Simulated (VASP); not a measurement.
# SiO2 (P4_12_12) in VASP: a series of runs, part 2 of 2

VASP 6.6.1. Earlier steps stand in the parts before.

## 5. Band structure, AM05

Contents of POSCAR:

```
SiO2
1.0
    4.9820000000      0.0000000000      0.0000000000
    0.0000000000      4.9820000000      0.0000000000
    0.0000000000      0.0000000000      6.9630000000
Si O
4 8
Direct
    0.7989700000      0.2010300000      0.7500000000
    0.7010300000      0.7010300000      0.5000000000
    0.2010300000      0.7989700000      0.2500000000
    0.2989700000      0.2989700000      0.0000000000
    0.1034700000      0.2398900000      0.8218700000
    0.2601100000      0.6034700000      0.0718700000
    0.8965300000      0.7601100000      0.3218700000
    0.7398900000      0.3965300000      0.5718700000
    0.6034700000      0.2601100000      0.9281300000
    0.7601100000      0.8965300000      0.6781300000
    0.3965300000      0.7398900000      0.4281300000
    0.2398900000      0.1034700000      0.1781300000
```

Contents of INCAR.step1:

```
SYSTEM = SiO2
GGA = AM
ISMEAR = 0
SIGMA = 0.03
LWAVE = .FALSE.
LCHARG = .TRUE.
NBANDS = 64
PREC = Accurate
LASPH = .TRUE.
LREAL = .FALSE.
ALGO = Normal
EDIFF = 1E-7
NELM = 120
GGA_COMPAT = .FALSE.
ENCUT = 640
EFERMI = MIDGAP
KPAR = 2
```

Contents of KPOINTS.step1:

```
Automatic mesh
0
Gamma
  6 6 4
  0 0 0
```

Contents of INCAR.step2:

```
SYSTEM = SiO2
GGA = AM
ISMEAR = 0
SIGMA = 0.03
LWAVE = .FALSE.
LCHARG = .FALSE.
NBANDS = 64
PREC = Accurate
LASPH = .TRUE.
LREAL = .FALSE.
ALGO = Normal
EDIFF = 1E-7
NELM = 120
GGA_COMPAT = .FALSE.
ENCUT = 640
EFERMI = MIDGAP
ICHARG = 11
KPAR = 2
```

Contents of KPOINTS.step2:

```
path GXMGZRAZ,XR,MA
32
line-mode
reciprocal
 0.0000000000  0.0000000000  0.0000000000  G
 0.0000000000  0.5000000000  0.0000000000  X

 0.0000000000  0.5000000000  0.0000000000  X
 0.5000000000  0.5000000000  0.0000000000  M

 0.5000000000  0.5000000000  0.0000000000  M
 0.0000000000  0.0000000000  0.0000000000  G

 0.0000000000  0.0000000000  0.0000000000  G
 0.0000000000  0.0000000000  0.5000000000  Z

 0.0000000000  0.0000000000  0.5000000000  Z
 0.0000000000  0.5000000000  0.5000000000  R

 0.0000000000  0.5000000000  0.5000000000  R
 0.5000000000  0.5000000000  0.5000000000  A

 0.5000000000  0.5000000000  0.5000000000  A
 0.0000000000  0.0000000000  0.5000000000  Z

 0.0000000000  0.5000000000  0.0000000000  X
 0.0000000000  0.5000000000  0.5000000000  R

 0.5000000000  0.5000000000  0.0000000000  M
 0.5000000000  0.5000000000  0.5000000000  A
```

Potentials or basis: VASP PAW PBE potentials, release 64 (Si, O).

On the command line:

```bash
$ cat potpaw_PBE.64/Si/POTCAR potpaw_PBE.64/O/POTCAR > POTCAR
$ cp INCAR.step1 INCAR
$ cp KPOINTS.step1 KPOINTS
$ mpirun -np 2 vasp_std > vasp.out
$ cp INCAR.step2 INCAR
$ cp KPOINTS.step2 KPOINTS
$ mpirun -np 2 vasp_std > vasp.out
```

OUTCAR:

```text
SYSTEM = SiO2
   GGA = AM
   ISMEAR = 0
   PREC = Accurate
   LASPH = .TRUE.
   LREAL = .FALSE.
   EDIFF = 1E-7
   NELM = 120
   ENCUT = 640
   EFERMI = MIDGAP
   ICHARG = 11

 ion  position               nearest neighbor table
   1  0.799  0.201  0.750-   8 1.60   9 1.60   5 1.61  10 1.61   2 3.08   4 3.08   2 3.08   4 3.08

   2  0.701  0.701  0.500-   7 1.60  10 1.60   8 1.61  11 1.61   1 3.08   3 3.08   1 3.08   3 3.08

   3  0.201  0.799  0.250-   6 1.60  11 1.60   7 1.61  12 1.61   2 3.08   4 3.08   4 3.08   2 3.08

   4  0.299  0.299  0.000-   5 1.60  12 1.60   9 1.61   6 1.61   1 3.08   3 3.08   3 3.08   1 3.08

   5  0.103  0.240  0.822-   4 1.60   1 1.61
   6  0.260  0.603  0.072-   3 1.60   4 1.61
   7  0.897  0.760  0.322-   2 1.60   3 1.61
   8  0.740  0.397  0.572-   1 1.60   2 1.61
   9  0.603  0.260  0.928-   1 1.60   4 1.61
  10  0.760  0.897  0.678-   2 1.60   1 1.61
  11  0.397  0.740  0.428-   3 1.60   2 1.61
  12  0.240  0.103  0.178-   4 1.60   3 1.61

  LATTYP: Found a simple tetragonal cell.
 ALAT       =     4.9820000000
 C/A-ratio  =     1.3976314733

  Lattice vectors:

 A1 = (   4.9820000000,   0.0000000000,   0.0000000000)
 A2 = (   0.0000000000,   4.9820000000,   0.0000000000)
 A3 = (   0.0000000000,   0.0000000000,   6.9630000000)

Analysis of symmetry for initial positions (statically):
=====================================================================
 Subroutine PRICEL returns:
 Original cell was already a primitive cell.

 Routine SETGRP: Setting up the symmetry group for a
 simple tetragonal supercell.

 Subroutine GETGRP returns: Found  8 space group operations
 (whereof  2 operations were pure point group operations)
 out of a pool of 16 trial point group operations.

[... 159 lines left out ...]
   IVDW    =     0    specifies the selected vdW correction
   LEPSILON=     F    determine dielectric tensor
   LRPA    =     F    only Hartree local field effects (RPA)

   CSHIFT  =0.1000    complex shift for real part using Kramers Kronig

   OMEGAMAX=  -1.0    maximum frequency
 non-spin polarized calculation
 Gauss-broadening in eV      SIGMA  =   0.03
  energy-cutoff  :      640.00
  volume of cell :      172.82
 maximum number of plane-waves:      6412
 NGX is ok and might be reduce to    42

 number of electron      63.9999999 magnetization

 Free energy of the ion-electron system (eV)
  ---------------------------------------------------
  ext. energy  EPLUGINS =         0.00000000
  ---------------------------------------------------
  free energy    TOTEN  =       -97.15136257 eV

  energy without entropy =      -97.15136257  energy(sigma->0) =      -97.15136257

 E-fermi :   3.0251     XC(G=0):  -8.3232

 val. band max:        0.0739121089   @ k =   0.0000   0.0000   0.0000
 cond. band min:       5.9762047728   @ k =   0.0000   0.0000   0.0000
 fundamental gap:      5.9022926638
 Fermi energy:         3.0250584408

 k-point     1 :       0.0000    0.0000    0.0000
  band No.  band energies     occupation
      1     -19.3161      2.00000
      2     -18.3983      2.00000
      3     -18.3983      2.00000
      4     -17.1991      2.00000
      5     -17.1466      2.00000
      6     -17.1437      2.00000
[... 1117 lines left out ...]
     43      11.1213      0.00000
     44      11.7614      0.00000

 [... further k-points ...]

 [bands above 44 left out]

------------------------ aborting loop because EDIFF is reached ----------------------------------------

  FORCE on cell =-STRESS in cart. coord.  units (eV):
  Direction    XX          YY          ZZ          XY          YZ          ZX
  --------------------------------------------------------------------------------------
  -------------------------------------------------------------------------------------
  Total        4.7563669      4.7563669      5.4174667      0.0000000     -0.0000000      0.0000000
  in kB       44.0942631     44.0942631     50.2230389      0.0000000     -0.0000000      0.0000000
  external PRESSURE =      46.1371884 kB  Pullay stress =       0.0000000 kB

 VOLUME and BASIS-vectors are now :
 -----------------------------------------------------------------------------
  energy-cutoff  :      640.00
  volume of cell :      172.82
      direct lattice vectors                 reciprocal lattice vectors
     4.982000000  0.000000000  0.000000000     0.200722601  0.000000000  0.000000000
     0.000000000  4.982000000  0.000000000     0.000000000  0.200722601  0.000000000
     0.000000000  0.000000000  6.963000000     0.000000000  0.000000000  0.143616257

 POSITION                                       TOTAL-FORCE (eV/Angst)
 -----------------------------------------------------------------------------------
      3.98047      1.00153      5.22225         0.125107     -0.125107      0.000000
      3.49253      3.49253      3.48150        -0.125107     -0.125107      0.000000
      1.00153      3.98047      1.74075        -0.125107      0.125107      0.000000
      1.48947      1.48947      0.00000         0.125107      0.125107      0.000000
      0.51549      1.19513      5.72268         0.012836     -0.067345     -0.292387
      1.29587      3.00649      0.50043         0.067345      0.012836     -0.292387
      4.46651      3.78687      2.24118        -0.012836      0.067345     -0.292387
      3.68613      1.97551      3.98193        -0.067345     -0.012836     -0.292387
      3.00649      1.29587      6.46257         0.012836      0.067345      0.292387
      3.78687      4.46651      4.72182         0.067345     -0.012836      0.292387
      1.97551      3.68613      2.98107        -0.012836     -0.067345      0.292387
      1.19513      0.51549      1.24032        -0.067345      0.012836      0.292387
 -----------------------------------------------------------------------------------
    total drift:                               -0.000000      0.000000     -0.000000

  FREE ENERGIE OF THE ION-ELECTRON SYSTEM (eV)
  ---------------------------------------------------
  free  energy   TOTEN  =       -97.1513625676 eV

  energy  without entropy=      -97.1513625676  energy(sigma->0) =      -97.15136257
```

OUTCAR.step1:

```text
SYSTEM = SiO2
   GGA = AM
   ISMEAR = 0
   PREC = Accurate
   LASPH = .TRUE.
[... 1405 lines left out ...]
      3.00649      1.29587      6.46257         0.020405      0.065018      0.284654
      3.78687      4.46651      4.72182         0.065018     -0.020405      0.284654
      1.97551      3.68613      2.98107        -0.020405     -0.065018      0.284654
      1.19513      0.51549      1.24032        -0.065018      0.020405      0.284654
 -----------------------------------------------------------------------------------
    total drift:                               -0.000000      0.000000     -0.000000

  FREE ENERGIE OF THE ION-ELECTRON SYSTEM (eV)
  ---------------------------------------------------
  free  energy   TOTEN  =       -97.1644518411 eV

  energy  without entropy=      -97.1644518411  energy(sigma->0) =      -97.16445184
```

OSZICAR.step1:

```text
N       E                     dE             d eps       ncg     rms          rms(c)
DAV:   1     0.362623119722E+03    0.36262E+03   -0.34850E+04  3840   0.107E+03
DAV:   2    -0.830826850832E+02   -0.44571E+03   -0.42663E+03  4648   0.254E+02
DAV:   3    -0.108819460601E+03   -0.25737E+02   -0.25534E+02  4760   0.580E+01
DAV:   4    -0.109062643736E+03   -0.24318E+00   -0.24308E+00  4536   0.612E+00
DAV:   5    -0.109065127688E+03   -0.24840E-02   -0.24839E-02  4544   0.592E-01    0.298E+01
DAV:   6    -0.972957453929E+02    0.11769E+02   -0.25852E+01  4264   0.209E+01    0.153E+01
DAV:   7    -0.971859137671E+02    0.10983E+00   -0.11305E+00  4320   0.360E+00    0.508E+00
DAV:   8    -0.971475149516E+02    0.38399E-01   -0.63258E-02  4512   0.128E+00    0.195E+00
DAV:   9    -0.971591904384E+02   -0.11675E-01   -0.39564E-02  4120   0.857E-01    0.428E-01
DAV:  10    -0.971640930757E+02   -0.49026E-02   -0.38070E-03  4264   0.213E-01    0.817E-02
DAV:  11    -0.971644050174E+02   -0.31194E-03   -0.40821E-04  4720   0.937E-02    0.487E-02
DAV:  12    -0.971644409590E+02   -0.35942E-04   -0.36108E-05  4344   0.221E-02    0.294E-02
DAV:  13    -0.971644507361E+02   -0.97771E-05   -0.16391E-05  4328   0.161E-02    0.377E-03
DAV:  14    -0.971644517829E+02   -0.10469E-05   -0.72884E-07  4712   0.333E-03    0.146E-03
DAV:  15    -0.971644518411E+02   -0.58172E-07   -0.59641E-08  3552   0.961E-04
   1 F= -.97164452E+02 E0= -.97164452E+02  d E =0.000000E+00
```

Wall time 24 min (2 MPI ranks of Intel Xeon Platinum 8559C (Emerald Rapids), shared host); peak memory 2.3 GiB.

What came out:

```yaml
Band_gap_on_the_k_mesh: 5.90 eV
Band_gap_along_the_path: 5.90 eV
```

Levels at the corners of the path, in eV from the valence-band top:
```
point  band 29  band 30  band 31  band 32  band 33  band 34  band 35  band 36
    Γ    -0.66    -0.26    -0.26     0.00     5.90     8.85     8.85     9.31
    X    -0.65    -0.65    -0.47    -0.47     7.91     7.91     9.33     9.33
    X    -0.65    -0.65    -0.47    -0.47     7.91     7.91     9.33     9.33
    M    -0.60    -0.60    -0.56    -0.56     8.85     8.85     8.96     8.96
    M    -0.60    -0.60    -0.56    -0.56     8.85     8.85     8.96     8.96
    Γ    -0.66    -0.26    -0.26     0.00     5.90     8.85     8.85     9.31
    Γ    -0.66    -0.26    -0.26     0.00     5.90     8.85     8.85     9.31
    Z    -0.51    -0.51    -0.40    -0.40     7.12     7.12     9.43     9.43
    Z    -0.51    -0.51    -0.40    -0.40     7.12     7.12     9.43     9.43
    R    -0.94    -0.94    -0.16    -0.16     8.19     8.19     9.13     9.13
    R    -0.94    -0.94    -0.16    -0.16     8.19     8.19     9.13     9.13
    A    -0.64    -0.64    -0.64    -0.64     9.36     9.36     9.36     9.36
    A    -0.64    -0.64    -0.64    -0.64     9.36     9.36     9.36     9.36
    Z    -0.51    -0.51    -0.40    -0.40     7.12     7.12     9.43     9.43
    X    -0.65    -0.65    -0.47    -0.47     7.91     7.91     9.33     9.33
    R    -0.94    -0.94    -0.16    -0.16     8.19     8.19     9.13     9.13
    M    -0.60    -0.60    -0.56    -0.56     8.85     8.85     8.96     8.96
    A    -0.64    -0.64    -0.64    -0.64     9.36     9.36     9.36     9.36
```

Caveat: the log is that of the step along the path at fixed density, whose energy, stress, charges and moments have no meaning; the PAW data sets were made with another functional, which shifts forces and pressure a little.

## 6. Overview

```tsv
task	level	k mesh	cutoff (eV)	smearing	purpose	K density	route	gap on the mesh (eV)
single point	PBE	8 × 8 × 6	460	tetrahedron 0.03 eV	density of states	5 × 5 × 4	-	5.76
single point	PBE	13 × 13 × 10	640	tetrahedron 0.03 eV	density of states	5 × 5 × 4	-	5.77
band structure	AM05	4 × 4 × 3	460	gaussian 0.03 eV	bands	-	fixed density (ICHARG 11)	5.90
band structure	AM05	6 × 6 × 4	640	gaussian 0.03 eV	bands	-	fixed density (ICHARG 11)	5.90
```

Alike in all rows: potentials or basis VASP PAW PBE potentials, release 64 (Si, O); no spin polarisation; cell as given.

On the cell as given the gap runs from 5.76 eV (PBE) to 5.90 eV (AM05); the meshes differ, which moves gaps too.

Caveats: the cutoff is under 1.25 times the usual one of these potentials, so pressure, stress and relaxed cells hold a basis-set (Pulay) error (at least some runs); the PAW data sets were made with another functional, which shifts forces and pressure a little (at least some runs); an odd mesh through Γ misses points on the zone boundary, where band edges can lie (at least some runs).

Total energies depend on the potentials used, so only differences within one code and one set of settings carry meaning.
